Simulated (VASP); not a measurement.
# C (Fmmm) in VASP: notebook

The runs below take C through single point, with PBEsol.

All numbers are computed with VASP 6.6.1; they aren't measurements. Logs are shortened: lines on timing, memory, paths and dates and some standing lists are left out, and cuts for length are marked.

## 1. The cell of the first run

It takes space group Fmmm (No. 69, orthorhombic). The conventional cell has a = 2.472 Å, b = 4.282 Å, c = 6.740 Å, α = 90.00°, β = 90.00°, γ = 90.00°. Within 1.9 Å of C (site symmetry m2m) lie 3 C at 1.43 Å.

## 2. Single point, PBEsol (8.92 Å³/atom)

INCAR reads:

```
PREC     = Accurate       # precision mode
ENCUT    = 520            # plane-wave cutoff, eV
EDIFF    = 1E-6           # SCF threshold, eV
ISMEAR   = -1             # smearing method
SIGMA    = 0.05           # smearing width, eV
LREAL    = False          # projectors in reciprocal space
LASPH    = True           # aspherical terms in the spheres
NELM     = 100            # most SCF steps
ALGO     = Normal         # electronic algorithm
ISIF     = 2              # what is computed and relaxed
LWAVE    = False          # write WAVECAR
LCHARG   = False          # write CHGCAR
GGA      = PS             # functional
NBANDS   = 11             # bands
```

KPOINTS reads:

```
regular mesh
0
Gamma
  18 18 18
```

POSCAR reads:

```
C
1.0
    0.0000000000      2.1410865032      3.3701728316
    1.2361326873      0.0000000000      3.3701728316
    1.2361326873      2.1410865032      0.0000000000
C
2
Direct
    0.1666700000      0.8333300000      0.1666700000
    0.8333300000      0.1666700000      0.8333300000
```

Potentials or basis: VASP PAW PBE potentials, release 64 (C).

Started as:

```
cat potpaw_PBE.64/C/POTCAR > POTCAR
mpirun -np 1 vasp_std > vasp.out
```

OUTCAR:

```text
PREC = Accurate
   ENCUT = 520
   EDIFF = 1E-6
   ISMEAR = -1
   LREAL = False
   LASPH = True
   NELM = 100
   ISIF = 2
   GGA = PS

 ion  position               nearest neighbor table
   1  0.167  0.833  0.167-   2 1.43   2 1.43   2 1.43
   2  0.833  0.167  0.833-   1 1.43   1 1.43   1 1.43

  LATTYP: Found a face centered orthorhombic cell.
 ALAT       =     2.4722653746
 B/A-ratio  =     1.7320846906
 C/A-ratio  =     2.7263843649

  Lattice vectors:

 A1 = (   0.0000000000,   2.1410865032,   3.3701728316)
 A2 = (   1.2361326873,   0.0000000000,   3.3701728316)
 A3 = (   1.2361326873,   2.1410865032,   0.0000000000)

Analysis of symmetry for initial positions (statically):
=====================================================================
 Subroutine PRICEL returns:
 Original cell was already a primitive cell.

 Routine SETGRP: Setting up the symmetry group for a
 face centered orthorhombic supercell.

 Subroutine GETGRP returns: Found  8 space group operations
 (whereof  8 operations were pure point group operations)
 out of a pool of  8 trial point group operations.

The static configuration has the point symmetry D_2h.

Analysis of symmetry for dynamics (positions and initial velocities):
=====================================================================
 Subroutine PRICEL returns:
 Original cell was already a primitive cell.

 Routine SETGRP: Setting up the symmetry group for a
 face centered orthorhombic supercell.

 Subroutine GETGRP returns: Found  8 space group operations
 (whereof  8 operations were pure point group operations)
 out of a pool of  8 trial point group operations.

The dynamic configuration has the point symmetry D_2h.

 Subroutine INISYM returns: Found  8 space group operations
 (whereof  8 operations are pure point group operations),
 and found     1 'primitive' translations

----------------------------------------------------------------------------------------

                                     Primitive cell

  volume of cell :      17.8395

  direct lattice vectors                    reciprocal lattice vectors
     0.000000000  2.141086503  3.370172832    -0.404487322  0.233526296  0.148360344
     1.236132687  0.000000000  3.370172832     0.404487322 -0.233526296  0.148360344
     1.236132687  2.141086503  0.000000000     0.404487322  0.233526296 -0.148360344

  length of vectors
     3.992783031  3.589719897  2.472301647     0.490056442  0.490056442  0.490056442

  position of ions in fractional coordinates (direct lattice)
     0.166670000  0.833330000  0.166670000
     0.833330000  0.166670000  0.833330000

  ion indices of the primitive-cell ions
   primitive index   ion index
                 1           1
                 2           2

----------------------------------------------------------------------------------------

 KPOINTS: regular mesh

Automatic generation of k-mesh.
 Grid dimensions read from file:
 generate k-points for:   18   18   18

 Generating k-lattice:

  Cartesian coordinates                     Fractional coordinates (reciprocal lattice)
    -0.022471518  0.012973683  0.008242241     0.055555556 -0.000000000 -0.000000000
     0.022471518 -0.012973683  0.008242241     0.000000000  0.055555556  0.000000000
     0.022471518  0.012973683 -0.008242241     0.000000000  0.000000000  0.055555556

  Length of vectors
     0.027225358  0.027225358  0.027225358

  Shift w.r.t. Gamma in fractional coordinates (k-lattice)
     0.000000000  0.000000000  0.000000000

 Subroutine IBZKPT returns following result:
 ===========================================

 Found    865 irreducible k-points:

 Following reciprocal coordinates:
            Coordinates               Weight
  0.000000  0.000000  0.000000      1.000000
  0.055556 -0.000000 -0.000000      8.000000
  0.111111 -0.000000 -0.000000      8.000000
  0.166667 -0.000000 -0.000000      8.000000
  0.222222 -0.000000 -0.000000      8.000000
  0.277778 -0.000000 -0.000000      8.000000
[... 16 lines left out ...]
 -0.277778  0.055556  0.000000      8.000000
 -0.222222  0.055556  0.000000      8.000000
 [... further k-points ...]
   k-points           NKPTS =    865   k-points in BZ     NKDIM =    865   number of bands    NBANDS=     11
   number of dos      NEDOS =    301   number of ions     NIONS =      2
   total plane-waves  NPLWV =  15120
   dimension x,y,z NGX =    30 NGY =   28 NGZ =   18
   dimension x,y,z NGXF=    60 NGYF=   56 NGZF=   36
   ions per type =               2
   NGX,Y,Z   is equivalent  to a cutoff of  12.49, 12.97, 12.10 a.u.
   NGXF,Y,Z  is equivalent  to a cutoff of  24.98, 25.93, 24.21 a.u.
 SYSTEM =  unknown system
   PREC   = accura    normal or accurate (medium, high low for compatibility)
   ISTART =      0    job   : 0-new  1-cont  2-samecut
   ICHARG =      2    charge: 1-file 2-atom 10-const
   ISPIN  =      1    spin polarized calculation?
   LNONCOLLINEAR =      F non collinear calculations
   LSORBIT =      F    spin-orbit coupling
   LASPH  =      T    aspherical Exc in radial PAW
   ENCUT  =  520.0 eV  38.22 Ry    6.18 a.u.   7.42  6.67  4.60*2*pi/ulx,y,z
   NELM   =    100;   NELMIN=  2; NELMDL= -5     # of ELM steps
   EDIFF  = 0.1E-05   stopping-criterion for ELM
   LREAL  =      F    real-space projection
   EDIFFG = 0.1E-04   stopping-criterion for IOM
   NSW    =      0    number of steps for IOM
   IBRION =     -1    ionic relax: 0-MD 1-quasi-New 2-CG
   NFREE  =      0    steps in history (QN), initial steepest desc. (CG)
   ISIF   =      2    stress and relaxation
   ISYM   =      2    0-nonsym 1-usesym 2-fastsym
   POTIM  = 0.5000    time-step for ionic-motion
   TEBEG  =    0.0;   TEEND  =   0.0 temperature during run
   PSTRESS=    0.0 pullay stress
   NELECT =       8.0000    total number of electrons
   NUPDOWN=      -1.0000    fix difference up-down
   EMIN   =  10.00;   EMAX   =-10.00  energy-range for DOS
   EFERMI =   0.00;   METHOD = LEGACY
   ISMEAR =    -1;   SIGMA  =   0.05  broadening in eV -4-tet -1-fermi 0-gaus
   EFERMI_NEDOS =   21; number of points for ismear=-14 and -15
   IALGO  =     38    algorithm
   IMIX   =      4    mixing-type and parameters
     AMIX     =   0.40;   BMIX     =  1.00
     AMIX_MAG =   1.60;   BMIX_MAG =  1.00
  volume/ion in A,a.u.               =       8.92        60.19
  Fermi-wavevector in a.u.,A,eV,Ry     =   1.253077  2.367972 21.363886  1.570201
  Thomas-Fermi vector in A             =   2.386947
   LORBIT       =      0    0 simple, 1 ext, 2 COOP (PROOUT), +10 PAW based schemes
   GGA     = PS    functional components
   LHFCALC =     F    Hartree Fock is set to
   AEXX    =    0.0000 exact exchange contribution
   IVDW    =     0    specifies the selected vdW correction
   LEPSILON=     F    determine dielectric tensor
   LRPA    =     F    only Hartree local field effects (RPA)
 non-spin polarized calculation
  energy-cutoff  :      520.00
  volume of cell :       17.84
 maximum number of plane-waves:       499
 NGX is ok and might be reduce to    30
   NGX = 15   NGY = 13   NGZ =  9

 number of electron       8.0000001 magnetization

 Free energy of the ion-electron system (eV)
  ---------------------------------------------------
  ext. energy  EPLUGINS =         0.00000000
  ---------------------------------------------------
  free energy    TOTEN  =       -19.27979486 eV

  energy without entropy =      -19.27957768  energy(sigma->0) =      -19.27968627

 E-fermi :   4.5068     XC(G=0): -10.4970

 val. band max:        4.4702834023   @ k =  -0.2778   0.0556   0.3333
 cond. band min:       4.5483940341   @ k =  -0.2222   0.1111   0.3333
 fundamental gap:      0.0781106318
 Fermi energy:         4.5068418950

 k-point     1 :       0.0000    0.0000    0.0000
  band No.  band energies     occupation
      1     -15.0338      2.00000
      2      -2.0126      2.00000
      3       1.5278      2.00000
      4       1.5525      2.00000
      5       8.5552      0.00000
      6      12.7553      0.00000
      7      12.8272      0.00000
      8      15.8205      0.00000
      9      17.0383      0.00000
     10      26.7276      0.00000
     11      29.7403      0.00000

 k-point     2 :       0.0556   -0.0000   -0.0000
  band No.  band energies     occupation
      1     -14.9582      2.00000
      2      -1.9480      2.00000
      3       1.2514      2.00000
      4       1.3783      2.00000
      5       8.6822      0.00000
      6      12.8402      0.00000
      7      13.0923      0.00000
      8      15.5511      0.00000
      9      17.1749      0.00000
     10      26.9751      0.00000
     11      28.9924      0.00000

 k-point     3 :       0.1111   -0.0000   -0.0000
  band No.  band energies     occupation
      1     -14.7323      2.00000
      2      -1.7538      2.00000
      3       0.4437      2.00000
      4       0.9622      2.00000
      5       9.0608      0.00000
      6      12.8754      0.00000
      7      13.9739      0.00000
      8      14.7882      0.00000
      9      17.6145      0.00000
     10      27.1866      0.00000
     11      27.7186      0.00000

 k-point     4 :       0.1667   -0.0000   -0.0000
  band No.  band energies     occupation
      1     -14.3573      2.00000
      2      -1.4283      2.00000
      3      -0.7193      2.00000
      4       0.4037      2.00000
      5       9.6822      0.00000
      6      12.8039      0.00000
      7      13.6404      0.00000
      8      15.3025      0.00000
      9      18.3667      0.00000
     10      25.4363      0.00000
     11      28.5748      0.00000
[... 239 lines left out ...]
 k-point    22 :      -0.3333    0.0556    0.0000
  band No.  band energies     occupation
      1     -11.4825      2.00000
      2      -6.4071      2.00000
      3      -1.5522      2.00000
      4       1.3289      2.00000
      5       7.6084      0.00000
      6      11.9371      0.00000
      7      13.7069      0.00000
      8      20.0819      0.00000
      9      22.4146      0.00000
     10      22.9220      0.00000
     11      26.3228      0.00000

 k-point    23 :      -0.2778    0.0556    0.0000
  band No.  band energies     occupation
      1     -12.4056      2.00000
      2      -4.9863      2.00000
      3      -1.2052      2.00000
      4       0.5668      2.00000
      5       9.0462      0.00000
      6      11.9838      0.00000
      7      12.4811      0.00000
      8      20.6356      0.00000
      9      20.8931      0.00000
     10      22.1268      0.00000
     11      26.8363      0.00000

 k-point    24 :      -0.2222    0.0556    0.0000
  band No.  band energies     occupation
      1     -13.2012      2.00000
      2      -3.5249      2.00000
      3      -0.7416      2.00000
      4      -0.1520      2.00000
      5      10.5769      0.00000
      6      11.1205      0.00000
      7      12.4195      0.00000
      8      18.7636      0.00000
      9      20.4659      0.00000
     10      22.5064      0.00000
     11      27.5419      0.00000

 [... further k-points ...]

------------------------ aborting loop because EDIFF is reached ----------------------------------------

  FORCE on cell =-STRESS in cart. coord.  units (eV):
  Direction    XX          YY          ZZ          XY          YZ          ZX
  --------------------------------------------------------------------------------------
  -------------------------------------------------------------------------------------
  Total       -0.6232512     -0.6780008      0.1659248      0.0000000      0.0000000      0.0000000
  in kB      -55.9747587    -60.8918681     14.9018596      0.0000000      0.0000000      0.0000000
  external PRESSURE =     -33.9882557 kB  Pullay stress =       0.0000000 kB

 VOLUME and BASIS-vectors are now :
 -----------------------------------------------------------------------------
  energy-cutoff  :      520.00
  volume of cell :       17.84
      direct lattice vectors                 reciprocal lattice vectors
     0.000000000  2.141086503  3.370172832    -0.404487322  0.233526296  0.148360344
     1.236132687  0.000000000  3.370172832     0.404487322 -0.233526296  0.148360344
     1.236132687  2.141086503  0.000000000     0.404487322  0.233526296 -0.148360344

 POSITION                                       TOTAL-FORCE (eV/Angst)
 -----------------------------------------------------------------------------------
      1.23613      0.71371      3.37017         0.000000      0.003911      0.000000
      1.23613      3.56846      3.37017         0.000000     -0.003911      0.000000
 -----------------------------------------------------------------------------------
    total drift:                               -0.000000     -0.000000     -0.000000

  FREE ENERGIE OF THE ION-ELECTRON SYSTEM (eV)
  ---------------------------------------------------
  free  energy   TOTEN  =       -19.2797948557 eV

  energy  without entropy=      -19.2795776831  energy(sigma->0) =      -19.27968627
```

Wall time 76 s (1 thread of Intel Xeon 6975P-C (Granite Rapids), shared host); peak memory 0.23 GiB.

Results:

```
Free energy   : -19.2798 eV
Pressure      : -3.4 GPa
Largest force : 0.004 eV/Å
```

Forces in eV/Å, atoms in the order of the input:
```
C    0.000  0.004  0.000
C    0.000 -0.004  0.000
```

Caveat: the cell stands under tension; this functional lacks dispersion, which binds the layers, so the pressure and a relaxed spacing across them are unreliable; the PAW data sets were made with another functional, which shifts forces and pressure a little.

## 3. Single point, PBEsol (9.27 Å³/atom)

This run uses another cell than the first one, of 9.27 Å³/atom.

INCAR reads:

```
PREC     = Accurate       # precision mode
ENCUT    = 520            # plane-wave cutoff, eV
EDIFF    = 1E-6           # SCF threshold, eV
ISMEAR   = -1             # smearing method
SIGMA    = 0.05           # smearing width, eV
LREAL    = F              # projectors in reciprocal space
LASPH    = T              # aspherical terms in the spheres
NELM     = 80             # most SCF steps
ALGO     = Normal         # electronic algorithm
ISIF     = 2              # what is computed and relaxed
LWAVE    = F              # write WAVECAR
LCHARG   = F              # write CHGCAR
GGA      = PS             # functional
NBANDS   = 11             # bands
```

KPOINTS is that of step 2.

POSCAR reads:

```
C
1.0
    0.0000000000      2.1687164733      3.4136637295
    1.2520845459      0.0000000000      3.4136637295
    1.2520845459      2.1687164733      0.0000000000
C
2
Direct
    0.1666700000      0.8333300000      0.1666700000
    0.8333300000      0.1666700000      0.8333300000
```

Potentials or basis: VASP PAW PBE potentials, release 64 (C).

Started as:

```
cat potpaw_PBE.64/C/POTCAR > POTCAR
mpirun -np 1 vasp_std > vasp.out
```

Wall time 81 s (1 thread of Intel Xeon 6975P-C (Granite Rapids), shared host); peak memory 0.24 GiB.

It converged, with:

* Free energy: -19.2438 eV
* Pressure: -13.0 GPa
* Largest force: 0.004 eV/Å

Forces on the atoms (eV/Å):
```
C    0.000  0.004  0.000
C    0.000 -0.004  0.000
```

Stress tensor (GPa, compression positive):
```
-19.92   0.00   0.00
  0.00 -20.35   0.00
  0.00   0.00   1.16
```

Caveat: the cell stands under tension; this functional lacks dispersion, which binds the layers, so the pressure and a relaxed spacing across them are unreliable; the PAW data sets were made with another functional, which shifts forces and pressure a little.
